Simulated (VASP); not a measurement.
## K2Ir (fluorite type): single point with PBEsol

The system is K2Ir (fluorite type).

```
Ir K
1.0
     0.00000    3.79161    3.79161
     3.79161    0.00000    3.79161
     3.79161    3.79161    0.00000
Ir K
1 2
Cartesian
  0.0000 0.0000 0.0000
  1.8958 1.8958 1.8958
  5.6874 5.6874 5.6874
```

- Program: VASP 6.6.1
- Task: single point
- Functional: PBEsol
- Potentials or basis: VASP PAW PBE potentials, release 64 (Ir, K_sv)
- Cutoff: 520 eV
- k mesh: 8 × 8 × 8
- Occupations: fermi-dirac, width 0.05 eV
- Spin: no spin polarisation
- Dipole correction: no
- Further INCAR settings: ALGO = Normal; EDIFF = 1e-06; NBANDS = 20

The pressure is 0.0 GPa. The band gap on the k mesh is zero (an odd number of electrons rules out a gap without spin polarisation).

Levels at points of the mesh, in eV from the Fermi level:
| k point | band 12 | band 13 | band 14 | band 15 | band 16 | band 17 |
| --- | --- | --- | --- | --- | --- | --- |
| (0.00, 0.00, 0.00) | -0.07 | -0.07 | -0.07 | 3.12 | 3.12 | 3.12 |
| (0.50, 0.00, 0.00) | -0.17 | -0.07 | -0.07 | 0.94 | 3.75 | 3.75 |
| (0.50, 0.50, 0.00) | -0.05 | -0.05 | 0.02 | 1.16 | 3.55 | 3.73 |

Run time: 39 s on 1 thread of AMD EPYC 9R45 96-Core Processor (Zen 5) (shared host), peak memory 0.23 GiB.

Caveat: the PAW data sets were made with another functional, which shifts forces and pressure a little; spin-orbit coupling is left out, which moves the levels of the heavy elements.
